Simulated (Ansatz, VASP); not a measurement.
**TePb: VASP beside Ansatz**

```
Te Pb
1.0
     0.09681    3.27541    3.27541
     3.27541    0.09681    3.27541
     3.27541    3.27541    0.09681
Te Pb
1 1
Direct
  0.50000 0.50000 0.50000
  0.00000 0.00000 0.00000
```

Alike in both runs: task electric field gradients; functional PBE; k mesh 10 × 10 × 10; collinear spin.

|  | VASP | Ansatz |
| --- | --- | --- |
| version | VASP 6.6.1 | Ansatz 0.2.0 |
| potentials or method | VASP PAW PBE potentials, release 64 (Te, Pb_d), cutoff 520 eV | all-electron PAW with datasets made for the crystal, scalar-relativistic |
| occupations | methfessel-paxton of order 1, width 0.01 eV | cold, width 0.01 eV |

|  | VASP | Ansatz | Ansatz less VASP |
| --- | --- | --- | --- |
| gap on the k mesh at the Fermi level (eV) | 0.40 | 0.39 | -0.006 |
| pressure (GPa) | 2.3 | 2.3 | +0.05 |
| traceless stress, the component that is largest in VASP (GPa) | -0.45 | -0.44 | +0.001 |
| net moment per atom (μB) | 0.00 | 0.00 | 0.000 |

Ansatz ran all-electron here, and VASP with PAW potentials. Ansatz's warnings: seeded moment not kept, stability check not made.

Neither program's run includes spin-orbit coupling.
